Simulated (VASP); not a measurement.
# CaO (Fm-3m) in VASP: a series of runs

CaO is run at these levels: LDA; tasks: equation of state.

All numbers are computed with VASP 6.6.1; they aren't measurements. Logs are shortened: lines on timing, memory, paths and dates and some standing lists are left out, and cuts for length are marked.

**1. The cell of the first run**

It takes space group Fm-3m (No. 225, cubic). The conventional cell has a = 4.807 Å, b = 4.807 Å, c = 4.807 Å, α = 90.00°, β = 90.00°, γ = 90.00°. Ca (site symmetry m-3m) has 6 O at 2.40 Å within 3.2 Å. Within 3.2 Å of O (site symmetry m-3m) lie 6 Ca at 2.40 Å.

**2. Equation of state, LDA**

Input file POSCAR.step1:

```
CaO
1.0
    0.0000000000      2.3376714131      2.3376714131
    2.3376714131      0.0000000000      2.3376714131
    2.3376714131      2.3376714131      0.0000000000
Ca O
1 1
Direct
    0.0000000000      0.0000000000      0.0000000000
    0.5000000000      0.5000000000      0.5000000000
```

Input file POSCAR.step2:

```
CaO
1.0
    0.0000000000      2.3710712315      2.3710712315
    2.3710712315      0.0000000000      2.3710712315
    2.3710712315      2.3710712315      0.0000000000
Ca O
1 1
Direct
    0.0000000000      0.0000000000      0.0000000000
    0.5000000000      0.5000000000      0.5000000000
```

Input file POSCAR.step3:

```
CaO
1.0
    0.0000000000      2.4035556960      2.4035556960
    2.4035556960      0.0000000000      2.4035556960
    2.4035556960      2.4035556960      0.0000000000
Ca O
1 1
Direct
    0.0000000000      0.0000000000      0.0000000000
    0.5000000000      0.5000000000      0.5000000000
```

Input file POSCAR.step4:

```
CaO
1.0
    0.0000000000      2.4351850560      2.4351850560
    2.4351850560      0.0000000000      2.4351850560
    2.4351850560      2.4351850560      0.0000000000
Ca O
1 1
Direct
    0.0000000000      0.0000000000      0.0000000000
    0.5000000000      0.5000000000      0.5000000000
```

Input file POSCAR.step5:

```
CaO
1.0
    0.0000000000      2.4660134560      2.4660134560
    2.4660134560      0.0000000000      2.4660134560
    2.4660134560      2.4660134560      0.0000000000
Ca O
1 1
Direct
    0.0000000000      0.0000000000      0.0000000000
    0.5000000000      0.5000000000      0.5000000000
```

Input file INCAR:

```
SYSTEM = CaO
  ALGO = Normal
  EDIFF = 1E-6
  EFERMI = MIDGAP
  ENCUT = 520
  GGA = CA
  GGA_COMPAT = .False.
  ISIF = 2
  ISMEAR = 0
  LASPH = .True.
  LCHARG = .False.
  LREAL = .False.
  LWAVE = .False.
  NELM = 120
  NSW = 0
  PREC = Accurate
  SIGMA = 0.03
```

Input file KPOINTS:

```
Automatic mesh
0
Gamma
  8 8 8
  0 0 0
```

Potentials or basis: VASP PAW LDA potentials, release 64 (Ca_sv, O).

The run is started by

```sh
cat potpaw_LDA.64/Ca_sv/POTCAR potpaw_LDA.64/O/POTCAR > POTCAR
cp POSCAR.step1 POSCAR
mpirun -np 1 vasp_std > vasp.out
cp POSCAR.step2 POSCAR
mpirun -np 1 vasp_std > vasp.out
cp POSCAR.step3 POSCAR
mpirun -np 1 vasp_std > vasp.out
cp POSCAR.step4 POSCAR
mpirun -np 1 vasp_std > vasp.out
cp POSCAR.step5 POSCAR
mpirun -np 1 vasp_std > vasp.out
```

OUTCAR:

```text
SYSTEM = CaO
   EDIFF = 1E-6
   EFERMI = MIDGAP
   ENCUT = 520
   GGA = CA
   ISIF = 2
   ISMEAR = 0
   LASPH = .True.
   LREAL = .False.
   NELM = 120
   NSW = 0
   PREC = Accurate

 Found     29 irreducible k-points:

 Following reciprocal coordinates:
            Coordinates               Weight
  0.000000  0.000000  0.000000      1.000000
  0.125000  0.000000  0.000000      8.000000
  0.250000  0.000000  0.000000      8.000000
  0.375000  0.000000  0.000000      8.000000
  0.500000  0.000000  0.000000      4.000000
  0.125000  0.125000  0.000000      6.000000
   k-points           NKPTS =     29   k-points in BZ     NKDIM =     29   number of bands    NBANDS=     12
   number of dos      NEDOS =    301   number of ions     NIONS =      2
   total plane-waves  NPLWV =  21952
   dimension x,y,z NGX =    28 NGY =   28 NGZ =   28
   dimension x,y,z NGXF=    56 NGYF=   56 NGZF=   56
   ions per type =               1   1
   NGX,Y,Z   is equivalent  to a cutoff of  13.35, 13.35, 13.35 a.u.
   NGXF,Y,Z  is equivalent  to a cutoff of  26.69, 26.69, 26.69 a.u.
 SYSTEM =  CaO
   PREC   = accura    normal or accurate (medium, high low for compatibility)
   ISTART =      0    job   : 0-new  1-cont  2-samecut
   ICHARG =      2    charge: 1-file 2-atom 10-const
   ISPIN  =      1    spin polarized calculation?
   LNONCOLLINEAR =      F non collinear calculations
   LSORBIT =      F    spin-orbit coupling
   LASPH  =      T    aspherical Exc in radial PAW
   ENCUT  =  520.0 eV  38.22 Ry    6.18 a.u.   6.48  6.48  6.48*2*pi/ulx,y,z
   NELM   =    120;   NELMIN=  2; NELMDL=  0     # of ELM steps
   EDIFF  = 0.1E-05   stopping-criterion for ELM
   LREAL  =      F    real-space projection
   EDIFFG = 0.1E-04   stopping-criterion for IOM
   NSW    =      0    number of steps for IOM
   IBRION =     -1    ionic relax: 0-MD 1-quasi-New 2-CG
   NFREE  =      0    steps in history (QN), initial steepest desc. (CG)
   ISIF   =      2    stress and relaxation
   ISYM   =      2    0-nonsym 1-usesym 2-fastsym
   POTIM  = 0.5000    time-step for ionic-motion
   TEBEG  =    0.0;   TEEND  =   0.0 temperature during run

   SCALEE = 1.0000    scale energy and forces
   PSTRESS=    0.0 pullay stress
   NELECT =      16.0000    total number of electrons
   NUPDOWN=      -1.0000    fix difference up-down
   EMIN   =  10.00;   EMAX   =-10.00  energy-range for DOS
   EFERMI =   0.00;   METHOD = MIDGAP
   ISMEAR =     0;   SIGMA  =   0.03  broadening in eV -4-tet -1-fermi 0-gaus
   EFERMI_NEDOS =   21; number of points for ismear=-14 and -15
   IALGO  =     38    algorithm
   IMIX   =      4    mixing-type and parameters
     AMIX     =   0.40;   BMIX     =  1.00
     AMIX_MAG =   1.60;   BMIX_MAG =  1.00
  volume/ion in A,a.u.               =      15.00       101.20
  Fermi-wavevector in a.u.,A,eV,Ry     =   1.327729  2.509044 23.985219  1.762864
  Thomas-Fermi vector in A             =   2.457019
   LORBIT       =      0    0 simple, 1 ext, 2 COOP (PROOUT), +10 PAW based schemes
   GGA     = CA    functional components
   LHFCALC =     F    Hartree Fock is set to
   AEXX    =    0.0000 exact exchange contribution
   IVDW    =     0    specifies the selected vdW correction
   LEPSILON=     F    determine dielectric tensor
   LRPA    =     F    only Hartree local field effects (RPA)

   CSHIFT  =0.1000    complex shift for real part using Kramers Kronig

   OMEGAMAX=  -1.0    maximum frequency
 non-spin polarized calculation
 Gauss-broadening in eV      SIGMA  =   0.03
  energy-cutoff  :      520.00
  volume of cell :       29.99
 maximum number of plane-waves:       869
 NGX is ok and might be reduce to    28
   NGX = 13   NGY = 13   NGZ = 13

 number of electron      16.0000004 magnetization

 Free energy of the ion-electron system (eV)
  ---------------------------------------------------
  ext. energy  EPLUGINS =         0.00000000
  ---------------------------------------------------
  free energy    TOTEN  =       -14.05914813 eV

  energy without entropy =      -14.05914813  energy(sigma->0) =      -14.05914813

 E-fermi :   3.3271     XC(G=0): -10.6551

 val. band max:        1.5859368878   @ k =   0.0000   0.0000   0.0000
 cond. band min:       5.0682234105   @ k =   0.5000   0.5000   0.0000
 fundamental gap:      3.4822865227
 Fermi energy:         3.3270801491

 k-point     1 :       0.0000    0.0000    0.0000
  band No.  band energies     occupation
      1     -35.7918      2.00000
      2     -16.8903      2.00000
      3     -16.8903      2.00000
      4     -16.8903      2.00000
      5     -13.4748      2.00000
      6       1.5859      2.00000
      7       1.5859      2.00000
      8       1.5859      2.00000
      9       5.5549      0.00000
     10       7.5063      0.00000
     11       7.5063      0.00000
     12       7.5063      0.00000

 k-point     2 :       0.1250    0.0000    0.0000
  band No.  band energies     occupation
      1     -35.7804      2.00000
      2     -17.0410      2.00000
      3     -16.8972      2.00000
      4     -16.8972      2.00000
      5     -13.3092      2.00000
      6       1.0558      2.00000
      7       1.3973      2.00000
      8       1.3973      2.00000
      9       6.2314      0.00000
     10       7.4590      0.00000
     11       7.7521      0.00000
     12       7.7521      0.00000
[... 31 lines left out ...]
 k-point     5 :       0.5000    0.0000    0.0000
  band No.  band energies     occupation
      1     -35.7131      2.00000
      2     -17.7449      2.00000
      3     -16.9370      2.00000
      4     -16.9370      2.00000
      5     -12.5126      2.00000
      6      -0.9439      2.00000
      7       0.5003      2.00000
      8       0.5003      2.00000
      9       8.1890      0.00000
     10       9.3319      0.00000
     11       9.4768      0.00000
     12       9.4768      0.00000

 k-point     6 :       0.1250    0.1250    0.0000
  band No.  band energies     occupation
      1     -35.7766      2.00000
      2     -17.0428      2.00000
      3     -16.9176      2.00000
      4     -16.9176      2.00000
      5     -13.2790      2.00000
      6       0.7940      2.00000
      7       1.4705      2.00000
      8       1.4705      2.00000
      9       6.3101      0.00000
     10       7.0137      0.00000
     11       8.0325      0.00000
     12       8.0325      0.00000

 [... further k-points ...]

------------------------ aborting loop because EDIFF is reached ----------------------------------------

  FORCE on cell =-STRESS in cart. coord.  units (eV):
  Direction    XX          YY          ZZ          XY          YZ          ZX
  --------------------------------------------------------------------------------------
  -------------------------------------------------------------------------------------
  Total       -2.3782337     -2.3782337     -2.3782337     -0.0000000     -0.0000000      0.0000000
  in kB     -127.0424271   -127.0424271   -127.0424271     -0.0000000     -0.0000000      0.0000000
  external PRESSURE =    -127.0424271 kB  Pullay stress =       0.0000000 kB

 VOLUME and BASIS-vectors are now :
 -----------------------------------------------------------------------------
  energy-cutoff  :      520.00
  volume of cell :       29.99
      direct lattice vectors                 reciprocal lattice vectors
     0.000000000  2.466013456  2.466013456    -0.202756396  0.202756396  0.202756396
     2.466013456  0.000000000  2.466013456     0.202756396 -0.202756396  0.202756396
     2.466013456  2.466013456  0.000000000     0.202756396  0.202756396 -0.202756396

 POSITION                                       TOTAL-FORCE (eV/Angst)
 -----------------------------------------------------------------------------------
      0.00000      0.00000      0.00000        -0.000000     -0.000000      0.000000
      2.46601      2.46601      2.46601         0.000000      0.000000     -0.000000
 -----------------------------------------------------------------------------------
    total drift:                                0.000000      0.000000      0.000000

  FREE ENERGIE OF THE ION-ELECTRON SYSTEM (eV)
  ---------------------------------------------------
  free  energy   TOTEN  =       -14.0591481319 eV

  energy  without entropy=      -14.0591481319  energy(sigma->0) =      -14.05914813
```

OUTCAR.step1:

```text
SYSTEM = CaO
   EDIFF = 1E-6
   EFERMI = MIDGAP
   ENCUT = 520
   GGA = CA
   ISIF = 2
   ISMEAR = 0
[... 209 lines left out ...]
      0.00000      0.00000      0.00000        -0.000000      0.000000     -0.000000
      2.33767      2.33767      2.33767         0.000000     -0.000000      0.000000
 -----------------------------------------------------------------------------------
    total drift:                                0.000000      0.000000      0.000000

  FREE ENERGIE OF THE ION-ELECTRON SYSTEM (eV)
  ---------------------------------------------------
  free  energy   TOTEN  =       -14.2117283165 eV

  energy  without entropy=      -14.2117283165  energy(sigma->0) =      -14.21172832
```

Run time: 71 s. Hardware: 1 thread of Intel Xeon Platinum 8259CL at 2.50GHz (Skylake/Cascade Lake), shared host; peak memory 0.14 GiB.

Results:

```
Equilibrium volume                      : 13.16 Å³/atom
Bulk modulus                            : 128 GPa
Pressure derivative of the bulk modulus : 4.4 (rough: it moves with the points fitted)
```

Energy against volume, from the lowest point:
```csv
volume (Å³/atom),energy (meV/atom)
12.775,3.85
13.330,0.00
13.886,13.68
14.441,41.35
14.996,80.14
```

**3. Equation of state, LDA**

Input file POSCAR.step1:

```
CaO
1.0
    0.0000000000      2.3291707147      2.3291707147
    2.3291707147      0.0000000000      2.3291707147
    2.3291707147      2.3291707147      0.0000000000
Ca O
1 1
Direct
    0.0000000000      0.0000000000      0.0000000000
    0.5000000000      0.5000000000      0.5000000000
```

Input file POSCAR.step2:

```
CaO
1.0
    0.0000000000      2.3544897713      2.3544897713
    2.3544897713      0.0000000000      2.3544897713
    2.3544897713      2.3544897713      0.0000000000
Ca O
1 1
Direct
    0.0000000000      0.0000000000      0.0000000000
    0.5000000000      0.5000000000      0.5000000000
```

Input file POSCAR.step3:

```
CaO
1.0
    0.0000000000      2.3792756956      2.3792756956
    2.3792756956      0.0000000000      2.3792756956
    2.3792756956      2.3792756956      0.0000000000
Ca O
1 1
Direct
    0.0000000000      0.0000000000      0.0000000000
    0.5000000000      0.5000000000      0.5000000000
```

Input file POSCAR.step4:

```
CaO
1.0
    0.0000000000      2.4035556960      2.4035556960
    2.4035556960      0.0000000000      2.4035556960
    2.4035556960      2.4035556960      0.0000000000
Ca O
1 1
Direct
    0.0000000000      0.0000000000      0.0000000000
    0.5000000000      0.5000000000      0.5000000000
```

Input file POSCAR.step5:

```
CaO
1.0
    0.0000000000      2.4273548249      2.4273548249
    2.4273548249      0.0000000000      2.4273548249
    2.4273548249      2.4273548249      0.0000000000
Ca O
1 1
Direct
    0.0000000000      0.0000000000      0.0000000000
    0.5000000000      0.5000000000      0.5000000000
```

Input file POSCAR.step6:

```
CaO
1.0
    0.0000000000      2.4506962070      2.4506962070
    2.4506962070      0.0000000000      2.4506962070
    2.4506962070      2.4506962070      0.0000000000
Ca O
1 1
Direct
    0.0000000000      0.0000000000      0.0000000000
    0.5000000000      0.5000000000      0.5000000000
```

Input file POSCAR.step7:

```
CaO
1.0
    0.0000000000      2.4736012375      2.4736012375
    2.4736012375      0.0000000000      2.4736012375
    2.4736012375      2.4736012375      0.0000000000
Ca O
1 1
Direct
    0.0000000000      0.0000000000      0.0000000000
    0.5000000000      0.5000000000      0.5000000000
```

INCAR: that of step 2 with these lines changed.

```diff
@@ -2,5 +2,5 @@
   ALGO = Normal
-  EDIFF = 1E-6
+  EDIFF = 1E-7
   EFERMI = MIDGAP
-  ENCUT = 520
+  ENCUT = 840
   GGA = CA
```

Input file KPOINTS:

```
Automatic mesh
0
Gamma
  12 12 12
  0 0 0
```

Potentials or basis: VASP PAW LDA potentials, release 64 (Ca_sv, O).

The run is started by

```sh
cat potpaw_LDA.64/Ca_sv/POTCAR potpaw_LDA.64/O/POTCAR > POTCAR
cp POSCAR.step1 POSCAR
mpirun -np 1 vasp_std > vasp.out
cp POSCAR.step2 POSCAR
mpirun -np 1 vasp_std > vasp.out
cp POSCAR.step3 POSCAR
mpirun -np 1 vasp_std > vasp.out
cp POSCAR.step4 POSCAR
mpirun -np 1 vasp_std > vasp.out
cp POSCAR.step5 POSCAR
mpirun -np 1 vasp_std > vasp.out
cp POSCAR.step6 POSCAR
mpirun -np 1 vasp_std > vasp.out
cp POSCAR.step7 POSCAR
mpirun -np 1 vasp_std > vasp.out
```

It took 4 min on 1 thread of Intel Xeon Platinum 8259CL at 2.50GHz (Skylake/Cascade Lake), shared host; peak memory 0.21 GiB.

The run converged. Its results:

| Item | Value |
| --- | --- |
| Equilibrium volume | 13.15 Å³/atom |
| Bulk modulus | 128 GPa |
| Pressure derivative of the bulk modulus | 4.4 |

Energy against volume, from the lowest point:
| volume (Å³/atom) | energy (meV/atom) |
| --- | --- |
| 12.636 | 8.42 |
| 13.052 | 0.00 |
| 13.469 | 2.61 |
| 13.886 | 14.50 |
| 14.302 | 34.22 |
| 14.719 | 60.52 |
| 15.135 | 92.38 |
